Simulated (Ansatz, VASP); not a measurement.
One calculation of HfC, two programs

```xyz
2
Lattice="0.0000 1.9615 1.9615 1.9615 0.0000 1.9615 1.9615 1.9615 0.0000" Properties=species:S:1:pos:R:3 pbc="T T T"
Hf    0.0000    0.0000    0.0000
C     1.9615    1.9615    1.9615
```

Change from the starting cell: volume scaled by 0.6, LAPW.

Alike in both runs: task single point; functional PBE; k mesh 15 × 15 × 15; occupations fermi-dirac, width 0.08 eV; no spin polarisation.

```csv
,VASP,Ansatz
version,VASP 6.6.1,Ansatz 0.2.0
potentials or method,"VASP PAW PBE potentials, release 64 (Hf_pv, C), cutoff 520 eV","all-electron LAPW, scalar-relativistic"
```

|  | VASP | Ansatz | Ansatz less VASP |
| --- | --- | --- | --- |
| pressure (GPa) | 331.8 | 321.0 | -10.86 |

Both programs put the cell under a high pressure, so it lies far from rest at this level. Ansatz ran all-electron here, and VASP with PAW potentials.

Spin-orbit coupling is off throughout. Noted on VASP's run: the cell as given lies far from equilibrium.
